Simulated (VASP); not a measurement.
Ag:

```xyz
1
Lattice="-1.6557 1.6557 1.6557 1.6557 -1.6557 1.6557 1.6557 1.6557 -1.6557" Properties=species:S:1:pos:R:3 pbc="T T T"
Ag    0.0000    0.0000    0.0000
```

```yaml
Program: VASP 6.6.1
Task: relaxation of cell and atoms
Functional: PBEsol
Dispersion: D3(BJ)
Potentials_or_basis: VASP PAW PBE potentials, release 64 (Ag)
Cutoff: 600 eV
k_mesh: 11 × 11 × 11
Occupations: fermi-dirac, width 0.05 eV
Spin: no spin polarisation
```

At the start: pressure -12.1 GPa; volume 18.15 Å³/atom.

**Question.** How do energy, volume and symmetry change on relaxing?

**Answer.** Over 6 steps the energy falls by 92.4 meV/atom and the volume is 16.02 Å³/atom (-11.8 %); space group Im-3m (No. 229, to 0.05 Å).

The path:
```
step  energy change (eV)  largest force (eV/Å)  pressure (GPa)  volume (Å³)
   1              0.0000                0.0000          -12.10        18.15
   2             -0.0445                0.0000           13.59        14.79
   3             -0.0924                0.0000           -0.16        16.04
   4             -0.0924                0.0000            0.17        16.00
   5             -0.0924                0.0000           -0.10        16.03
   6             -0.0924                0.0000           -0.02        16.02
```

Final structure:
```cif
data_structure
_symmetry_space_group_name_H-M 'P 1'
_symmetry_Int_Tables_number 1
_cell_length_a 2.7505
_cell_length_b 2.7505
_cell_length_c 2.7505
_cell_angle_alpha 109.471
_cell_angle_beta 109.471
_cell_angle_gamma 109.471
_cell_volume 16.02
loop_
_atom_site_label
_atom_site_type_symbol
_atom_site_fract_x
_atom_site_fract_y
_atom_site_fract_z
_atom_site_occupancy
Ag1 Ag 0.00000 0.00000 0.00000 1
```

Caveat: the PAW data sets were made with another functional, which shifts forces and pressure a little; pairwise dispersion overbinds metals, which lowers pressure and volume.
